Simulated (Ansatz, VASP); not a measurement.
## Ir: VASP beside Ansatz

Contents of INCAR:

```
PREC     = Accurate       # precision mode
ENCUT    = 520            # plane-wave cutoff, eV
EDIFF    = 1E-7           # SCF threshold, eV
ISMEAR   = 0              # smearing method
SIGMA    = 0.15           # smearing width, eV
LREAL    = F              # projectors in reciprocal space
LASPH    = T              # aspherical terms in the spheres
NELM     = 60             # most SCF steps
ALGO     = Normal         # electronic algorithm
ISIF     = 2              # what is computed and relaxed
LWAVE    = F              # write WAVECAR
LCHARG   = F              # write CHGCAR
GGA      = PE             # functional
NBANDS   = 10             # bands
```

Contents of KPOINTS:

```
regular mesh
0
Gamma
  22 22 22
```

File POSCAR:

```
Ir
1.0
    0.0000000000      1.9420255631      2.0445645129
    1.9420255631      0.0000000000      2.0445645129
    1.9420255631      1.9420255631      0.0000000000
Ir
1
Direct
    0.0000000000      0.0000000000      0.0000000000
```

Input for Ansatz:

```yaml
crystal:
  lattice:
    - [0.0, 1.9420255631, 2.0445645129]
    - [1.9420255631, 0.0, 2.0445645129]
    - [1.9420255631, 1.9420255631, 0.0]
  atoms:
    - { symbol: Ir, position: [0.0, 0.0, 0.0] }
basis:
  ecutwfc: 420
kpoints:
  mp_grid: { grid: [22, 22, 22] }
hamiltonian:
  xc: pbe
  pseudopotentials: { kind: paw, azcp: { folder: soft_1 } }
scf:
  occupations: { method: gaussian, width: 0.15 }
output:
  forces: true
  stress: true
  eigenvalues: true
```

Alike in both runs: task single point; functional PBE; k mesh 22 × 22 × 22; occupations gaussian, width 0.15 eV; no spin polarisation.

|  | VASP | Ansatz |
| --- | --- | --- |
| version | VASP 6.6.1 | Ansatz 0.2.0 |
| potentials or method | VASP PAW PBE potentials, release 64 (Ir), cutoff 520 eV | scalar-relativistic, plane waves, PAW |
| valence electrons in the cell | 9 | 17 |

|  | VASP | Ansatz | Ansatz less VASP |
| --- | --- | --- | --- |
| gap on the k mesh at the Fermi level (eV) | none | none | - |
| pressure (GPa) | -17.4 | -17.8 | -0.38 |
| traceless stress, the component that is largest in VASP (GPa) | -10.13 | -10.21 | -0.079 |

A gap of «none» marks a metal or a gap that the smearing closes. VASP's potentials hold 9 valence electrons a cell and Ansatz's 17, so a difference there can come from the potentials and not from the codes.

Spin-orbit coupling is off throughout.
